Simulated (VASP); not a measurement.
Set up this calculation in VASP 6.6.1, as the native input.

```yaml
Task: single point
Functional: PBEsol
Potentials_or_basis: VASP PAW PBE potentials, release 64 (Mo_sv, S)
Cutoff: 520 eV
k_mesh: 8 × 8 × 4
Occupations: fermi-dirac, width 0.05 eV
Spin: no spin polarisation
Dipole_correction: no
Further_INCAR_settings: ALGO = Normal; EDIFF = 1e-07; NBANDS = 20
```

The structure of MoS2 lies in POSCAR:

```
MoS2
1.0
    3.2274645616      0.0000000000      0.0000000000
   -1.6137322808      2.7950663001      0.0000000000
    0.0000000000      0.0000000000      6.3755981542
Mo S
1 2
Direct
    0.0000000000      0.0000000000      0.5000000000
    0.6666666667      0.3333333333      0.7446806800
    0.3333333333      0.6666666667      0.2553193200
```

One way to write it, as run:

INCAR

```
PREC = Accurate
ENCUT = 520
EDIFF = 1E-7
ISMEAR = -1
SIGMA = 0.05
LREAL = F
LASPH = T
NELM = 100
ALGO = Normal
ISIF = 2
LWAVE = F
LCHARG = F
GGA = PS
NBANDS = 20
```

KPOINTS

```
regular mesh
0
Gamma
  8 8 4
```

Potentials or basis: VASP PAW PBE potentials, release 64 (Mo_sv, S).

Command:

```bash
$ cat potpaw_PBE.64/Mo_sv/POTCAR potpaw_PBE.64/S/POTCAR > POTCAR
$ mpirun -np 1 vasp_std > vasp.out
```

Results of the run:

```yaml
Pressure: -4.7 GPa
Largest_force: 0.214 eV/Å
Band_gap_on_the_k_mesh: zero (band 13 reaches 6.88 eV, above the bottom of band 14 at 6.38 eV)
```

Caveat: the PAW data sets were made with another functional, which shifts forces and pressure a little; this functional lacks dispersion, which binds the layers, so the pressure and a relaxed spacing across them are unreliable.

Wall time 23 s on 1 thread of Intel(R) Xeon(R) Platinum 8488C (Sapphire Rapids), with other jobs on the host, peak memory 0.18 GiB.
